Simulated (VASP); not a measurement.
# AgCl (CsCl type) (Pm-3m) in VASP: notebook

AgCl (CsCl type) is run at these levels: PBEsol; tasks: single point.

All numbers are computed with VASP 6.6.1; they aren't measurements. Logs are shortened: lines on timing, memory, paths and dates and some standing lists are left out, and cuts for length are marked.

### 1 The cell of the first run

Symmetry: Pm-3m, No. 221, cubic system. The conventional cell has a = 2.929 Å, b = 2.929 Å, c = 2.929 Å, α = 90.00°, β = 90.00°, γ = 90.00°. Ag (site symmetry m-3m) has 8 Cl at 2.54 Å and 6 Ag at 2.93 Å within 3.3 Å. Within 3.3 Å of Cl (site symmetry m-3m) lie 8 Ag at 2.54 Å and 6 Cl at 2.93 Å.

### 2 Single point, PBEsol (12.56 Å³/atom)

INCAR reads:

```
PREC     = Accurate       # precision mode
ENCUT    = 520            # plane-wave cutoff, eV
EDIFF    = 1E-7           # SCF threshold, eV
ISMEAR   = -1             # smearing method
SIGMA    = 0.08           # smearing width, eV
LREAL    = False          # projectors in reciprocal space
LASPH    = True           # aspherical terms in the spheres
NELM     = 60             # most SCF steps
ALGO     = Normal         # electronic algorithm
ISIF     = 2              # what is computed and relaxed
LWAVE    = False          # write WAVECAR
LCHARG   = True           # write CHGCAR
GGA      = PS             # functional
LELF     = True           # ELF
LVHAR    = True         
NBANDS   = 16             # bands
```

KPOINTS reads:

```
regular mesh
0
Gamma
  13 13 13
```

POSCAR reads:

```
AgCl
1.0
    2.9289329432      0.0000000000      0.0000000000
    0.0000000000      2.9289329432      0.0000000000
    0.0000000000      0.0000000000      2.9289329432
Ag Cl
1 1
Direct
    0.0000000000      0.0000000000      0.0000000000
    0.5000000000      0.5000000000      0.5000000000
```

Potentials or basis: VASP PAW PBE potentials, release 64 (Ag, Cl).

Command:

```
> cat potpaw_PBE.64/Ag/POTCAR potpaw_PBE.64/Cl/POTCAR > POTCAR
> mpirun -np 1 vasp_std > vasp.out
```

OUTCAR:

```text
PREC = Accurate
   ENCUT = 520
   EDIFF = 1E-7
   ISMEAR = -1
   LREAL = False
   LASPH = True
   NELM = 60
   ISIF = 2
   GGA = PS

 ion  position               nearest neighbor table
   1  0.000  0.000  0.000-   2 2.54   2 2.54   2 2.54   2 2.54   2 2.54   2 2.54   2 2.54   2 2.54

   2  0.500  0.500  0.500-   1 2.54   1 2.54   1 2.54   1 2.54   1 2.54   1 2.54   1 2.54   1 2.54

  LATTYP: Found a simple cubic cell.
 ALAT       =     2.9289329432

  Lattice vectors:

 A1 = (   2.9289329432,   0.0000000000,   0.0000000000)
 A2 = (   0.0000000000,   2.9289329432,   0.0000000000)
 A3 = (   0.0000000000,   0.0000000000,   2.9289329432)

Analysis of symmetry for initial positions (statically):
=====================================================================
 Subroutine PRICEL returns:
 Original cell was already a primitive cell.

 Routine SETGRP: Setting up the symmetry group for a
 simple cubic supercell.

 Subroutine GETGRP returns: Found 48 space group operations
 (whereof 48 operations were pure point group operations)
 out of a pool of 48 trial point group operations.

The static configuration has the point symmetry O_h .

Analysis of symmetry for dynamics (positions and initial velocities):
=====================================================================
 Subroutine PRICEL returns:
 Original cell was already a primitive cell.

 Routine SETGRP: Setting up the symmetry group for a
 simple cubic supercell.

 Subroutine GETGRP returns: Found 48 space group operations
 (whereof 48 operations were pure point group operations)
 out of a pool of 48 trial point group operations.

The dynamic configuration has the point symmetry O_h .

 Subroutine INISYM returns: Found 48 space group operations
 (whereof 48 operations are pure point group operations),
 and found     1 'primitive' translations

----------------------------------------------------------------------------------------

                                     Primitive cell

  volume of cell :      25.1263

  direct lattice vectors                    reciprocal lattice vectors
     2.928932943  0.000000000  0.000000000     0.341421268  0.000000000  0.000000000
     0.000000000  2.928932943  0.000000000     0.000000000  0.341421268  0.000000000
     0.000000000  0.000000000  2.928932943     0.000000000  0.000000000  0.341421268

  length of vectors
[... 81 lines left out ...]
   NELM   =     60;   NELMIN=  2; NELMDL= -5     # of ELM steps
   EDIFF  = 0.1E-06   stopping-criterion for ELM
   LREAL  =      F    real-space projection
   EDIFFG = 0.1E-05   stopping-criterion for IOM
   NSW    =      0    number of steps for IOM
   IBRION =     -1    ionic relax: 0-MD 1-quasi-New 2-CG
   NFREE  =      0    steps in history (QN), initial steepest desc. (CG)
   ISIF   =      2    stress and relaxation
   ISYM   =      2    0-nonsym 1-usesym 2-fastsym
   POTIM  = 0.5000    time-step for ionic-motion
   TEBEG  =    0.0;   TEEND  =   0.0 temperature during run
   PSTRESS=    0.0 pullay stress
   NELECT =      18.0000    total number of electrons
   NUPDOWN=      -1.0000    fix difference up-down
   EMIN   =  10.00;   EMAX   =-10.00  energy-range for DOS
   EFERMI =   0.00;   METHOD = LEGACY
   ISMEAR =    -1;   SIGMA  =   0.08  broadening in eV -4-tet -1-fermi 0-gaus
   EFERMI_NEDOS =   21; number of points for ismear=-14 and -15
   IALGO  =     38    algorithm
   IMIX   =      4    mixing-type and parameters
     AMIX     =   0.40;   BMIX     =  1.00
     AMIX_MAG =   1.60;   BMIX_MAG =  1.00
  volume/ion in A,a.u.               =      12.56        84.78
  Fermi-wavevector in a.u.,A,eV,Ry     =   1.464838  2.768142 29.194702  2.145750
  Thomas-Fermi vector in A             =   2.580766
   LORBIT       =      0    0 simple, 1 ext, 2 COOP (PROOUT), +10 PAW based schemes
   GGA     = PS    functional components
   LHFCALC =     F    Hartree Fock is set to
   AEXX    =    0.0000 exact exchange contribution
   IVDW    =     0    specifies the selected vdW correction
   LEPSILON=     F    determine dielectric tensor
   LRPA    =     F    only Hartree local field effects (RPA)
 non-spin polarized calculation
  energy-cutoff  :      520.00
  volume of cell :       25.13
 maximum number of plane-waves:       695
 NGX is ok and might be reduce to    24
   NGX = 11   NGY = 11   NGZ = 11

 number of electron      18.0000004 magnetization

 Free energy of the ion-electron system (eV)
  ---------------------------------------------------
  ext. energy  EPLUGINS =         0.00000000
  ---------------------------------------------------
  free energy    TOTEN  =        -4.10920311 eV

  energy without entropy =       -4.10920112  energy(sigma->0) =       -4.10920212

 E-fermi :  12.4290     XC(G=0): -13.3125

 val. band max:       11.6114039088   @ k =   0.4615   0.0000   0.0000
 cond. band min:      12.9616946835   @ k =   0.0000   0.0000   0.0000
 fundamental gap:      1.3502907746
 Fermi energy:        12.4289500866

 k-point     1 :       0.0000    0.0000    0.0000
  band No.  band energies     occupation
      1      -7.2475      2.00000
      2       5.4596      2.00000
      3       5.4596      2.00000
      4       7.9299      2.00000
      5       7.9299      2.00000
      6       7.9299      2.00000
[... 433 lines left out ...]
      3       4.4094      2.00000
      4       6.3827      2.00000
      5       6.4419      2.00000
      6       7.3329      2.00000
[... 8 lines left out ...]
     15      26.4492      0.00000
     16      28.2257      0.00000

 [... further k-points ...]

------------------------ aborting loop because EDIFF is reached ----------------------------------------

  FORCE on cell =-STRESS in cart. coord.  units (eV):
  Direction    XX          YY          ZZ          XY          YZ          ZX
  --------------------------------------------------------------------------------------
  -------------------------------------------------------------------------------------
  Total       10.8083083     10.8083083     10.8083083      0.0000000     -0.0000000     -0.0000000
  in kB      689.1916702    689.1916702    689.1916702      0.0000000     -0.0000000     -0.0000000
  external PRESSURE =     689.1916702 kB  Pullay stress =       0.0000000 kB

 VOLUME and BASIS-vectors are now :
 -----------------------------------------------------------------------------
  energy-cutoff  :      520.00
  volume of cell :       25.13
      direct lattice vectors                 reciprocal lattice vectors
     2.928932943  0.000000000  0.000000000     0.341421268  0.000000000  0.000000000
     0.000000000  2.928932943  0.000000000     0.000000000  0.341421268  0.000000000
     0.000000000  0.000000000  2.928932943     0.000000000  0.000000000  0.341421268

 POSITION                                       TOTAL-FORCE (eV/Angst)
 -----------------------------------------------------------------------------------
      0.00000      0.00000      0.00000         0.000000      0.000000      0.000000
      1.46447      1.46447      1.46447         0.000000      0.000000      0.000000
 -----------------------------------------------------------------------------------
    total drift:                                0.000000      0.000000     -0.000000

  FREE ENERGIE OF THE ION-ELECTRON SYSTEM (eV)
  ---------------------------------------------------
  free  energy   TOTEN  =        -4.1092031149 eV

  energy  without entropy=       -4.1092011220  energy(sigma->0) =       -4.10920212
```

Run time: 9.7 s. Hardware: 1 thread of Intel Xeon 6975P-C (Granite Rapids), shared host; peak memory 0.15 GiB.

What came out:

```
Free energy            : -4.1092 eV
Pressure               : 68.9 GPa
Band gap on the k mesh : 1.35 eV (least direct gap 2.90 eV)
```

Levels at points of the mesh, in eV from the valence-band top:
```tsv
k point	band 7	band 8	band 9	band 10	band 11	band 12
(0.00, 0.00, 0.00)	-3.49	-3.49	-3.49	1.35	8.36	8.36
```

Caveat: the cell stands under pressure; the PAW data sets were made with another functional, which shifts forces and pressure a little; an odd mesh through Γ misses points on the zone boundary, where band edges can lie.

### 3 Single point, PBEsol (14.41 Å³/atom)

This run uses another cell than the first one, of 14.41 Å³/atom.

INCAR reads:

```
  ALGO = Normal
  EDIFF = 1E-6
  ENCUT = 520
  GGA = PS
  ISIF = 2
  ISMEAR = -1
  LASPH = T
  LCHARG = F
  LREAL = F
  LWAVE = F
  NBANDS = 16
  NELM = 80
  PREC = Accurate
  SIGMA = 0.08
```

KPOINTS reads:

```
k-points
0
Gamma
  13 13 13
```

POSCAR reads:

```
AgCl
1.0
    3.0659941753      0.0000000000      0.0000000000
    0.0000000000      3.0659941753      0.0000000000
    0.0000000000      0.0000000000      3.0659941753
Ag Cl
1 1
Direct
    0.0000000000      0.0000000000      0.0000000000
    0.5000000000      0.5000000000      0.5000000000
```

Potentials or basis: VASP PAW PBE potentials, release 64 (Ag, Cl).

Command:

```
> cat potpaw_PBE.64/Ag/POTCAR potpaw_PBE.64/Cl/POTCAR > POTCAR
> mpirun -np 1 vasp_std > vasp.out
```

OUTCAR:

```text
EDIFF = 1E-6
   ENCUT = 520
   GGA = PS
   ISIF = 2
   ISMEAR = -1
   LASPH = T
   LREAL = F
   NELM = 80
   PREC = Accurate

 ion  position               nearest neighbor table
   1  0.000  0.000  0.000-   2 2.66   2 2.66   2 2.66   2 2.66   2 2.66   2 2.66   2 2.66   2 2.66

   2  0.500  0.500  0.500-   1 2.66   1 2.66   1 2.66   1 2.66   1 2.66   1 2.66   1 2.66   1 2.66

  LATTYP: Found a simple cubic cell.
 ALAT       =     3.0659941753

  Lattice vectors:

 A1 = (   3.0659941753,   0.0000000000,   0.0000000000)
 A2 = (   0.0000000000,   3.0659941753,   0.0000000000)
 A3 = (   0.0000000000,   0.0000000000,   3.0659941753)

Analysis of symmetry for initial positions (statically):
=====================================================================
 Subroutine PRICEL returns:
 Original cell was already a primitive cell.

 Routine SETGRP: Setting up the symmetry group for a
 simple cubic supercell.

 Subroutine GETGRP returns: Found 48 space group operations
 (whereof 48 operations were pure point group operations)
[... 161 lines left out ...]

  energy without entropy =       -5.21331895  energy(sigma->0) =       -5.21333559

 E-fermi :   9.5193     XC(G=0): -12.5047

 val. band max:        8.9197694155   @ k =   0.4615   0.0000   0.0000
 cond. band min:       9.7983923391   @ k =   0.0000   0.0000   0.0000
 fundamental gap:      0.8786229236
 Fermi energy:         9.5193229708

 k-point     1 :       0.0000    0.0000    0.0000
  band No.  band energies     occupation
      1      -8.3833      2.00000
      2       4.0814      2.00000
      3       4.0814      2.00000
      4       5.9887      2.00000
      5       5.9887      2.00000
      6       5.9887      2.00000
[... 433 lines left out ...]
      3       3.0548      2.00000
      4       4.7809      2.00000
      5       4.7877      2.00000
      6       5.5426      2.00000
[... 8 lines left out ...]
     15      23.5633      0.00000
     16      25.4237      0.00000

 [... further k-points ...]

------------------------ aborting loop because EDIFF is reached ----------------------------------------

  FORCE on cell =-STRESS in cart. coord.  units (eV):
  Direction    XX          YY          ZZ          XY          YZ          ZX
  --------------------------------------------------------------------------------------
  -------------------------------------------------------------------------------------
  Total        5.5646274      5.5646274      5.5646274     -0.0000000      0.0000000      0.0000000
  in kB      309.3375892    309.3375892    309.3375892     -0.0000000      0.0000000      0.0000000
  external PRESSURE =     309.3375892 kB  Pullay stress =       0.0000000 kB

 VOLUME and BASIS-vectors are now :
 -----------------------------------------------------------------------------
  energy-cutoff  :      520.00
  volume of cell :       28.82
      direct lattice vectors                 reciprocal lattice vectors
     3.065994175  0.000000000  0.000000000     0.326158480  0.000000000  0.000000000
     0.000000000  3.065994175  0.000000000     0.000000000  0.326158480  0.000000000
     0.000000000  0.000000000  3.065994175     0.000000000  0.000000000  0.326158480

 POSITION                                       TOTAL-FORCE (eV/Angst)
 -----------------------------------------------------------------------------------
      0.00000      0.00000      0.00000         0.000000      0.000000      0.000000
      1.53300      1.53300      1.53300         0.000000      0.000000      0.000000
 -----------------------------------------------------------------------------------
    total drift:                                0.000000      0.000000     -0.000000

  FREE ENERGIE OF THE ION-ELECTRON SYSTEM (eV)
  ---------------------------------------------------
  free  energy   TOTEN  =        -5.2133522427 eV

  energy  without entropy=       -5.2133189469  energy(sigma->0) =       -5.21333559
```

OSZICAR:

```text
N       E                     dE             d eps       ncg     rms          rms(c)
DAV:   1     0.101559243601E+03    0.10156E+03   -0.90856E+03  2728   0.107E+03
DAV:   2    -0.245404864801E+01   -0.10401E+03   -0.96102E+02  3424   0.240E+02
DAV:   3    -0.550215831618E+01   -0.30481E+01   -0.30428E+01  3216   0.431E+01
DAV:   4    -0.551697707597E+01   -0.14819E-01   -0.14818E-01  3408   0.334E+00
DAV:   5    -0.551709979818E+01   -0.12272E-03   -0.12272E-03  3288   0.289E-01    0.147E+01
DAV:   6    -0.522589602553E+01    0.29120E+00   -0.50453E-01  3208   0.109E+01    0.945E+00
DAV:   7    -0.521638218089E+01    0.95138E-02   -0.12340E-01  3040   0.243E+00    0.330E+00
DAV:   8    -0.521365902902E+01    0.27232E-02   -0.42514E-03  3192   0.691E-01    0.516E-01
DAV:   9    -0.521335170806E+01    0.30732E-03   -0.83716E-04  3288   0.306E-01    0.704E-02
DAV:  10    -0.521334968808E+01    0.20200E-05   -0.17335E-05  3136   0.453E-02    0.343E-02
DAV:  11    -0.521335246080E+01   -0.27727E-05   -0.76351E-06  3344   0.233E-02    0.171E-02
DAV:  12    -0.521335224269E+01    0.21811E-06   -0.43772E-07  1688   0.620E-03
   1 F= -.52133522E+01 E0= -.52133356E+01  d E =-.332958E-04
```

stdout:

```text
POSCAR found type information on POSCAR AgCl
 POSCAR found :  2 types and       2 ions
 scaLAPACK will be used
 -----------------------------------------------------------------------------
|                                                                             |
|                                                                             |
|     You enforced a specific xc type in the INCAR file but a different       |
|     I HOPE YOU KNOW WHAT YOU ARE DOING!                                     |
|                                                                             |
 -----------------------------------------------------------------------------

 LDA part: xc-table for (Slater+PW92), standard interpolation
 POSCAR, INCAR and KPOINTS ok, starting setup
 FFT: planning ... GRIDC
 FFT: planning ... GRID_SOFT
 FFT: planning ... GRID
 WAVECAR not read
 entering main loop
```

It took 9.1 s on 1 thread of Intel Xeon 6975P-C (Granite Rapids), shared host; peak memory 0.16 GiB.

What came out:

| Property | Result |
| --- | --- |
| Free energy | -5.2134 eV |
| Pressure | 30.9 GPa |
| Band gap on the k mesh | 0.88 eV (least direct gap 3.24 eV) |

Levels at points of the mesh, in eV from the valence-band top:
```
           k point  band 7  band 8  band 9  band 10  band 11  band 12
(0.00, 0.00, 0.00)   -2.81   -2.81   -2.81     0.88     8.73     8.73
```

Caveat: the cell stands under pressure; the PAW data sets were made with another functional, which shifts forces and pressure a little; an odd mesh through Γ misses points on the zone boundary, where band edges can lie.

[end of part 1 of 2]
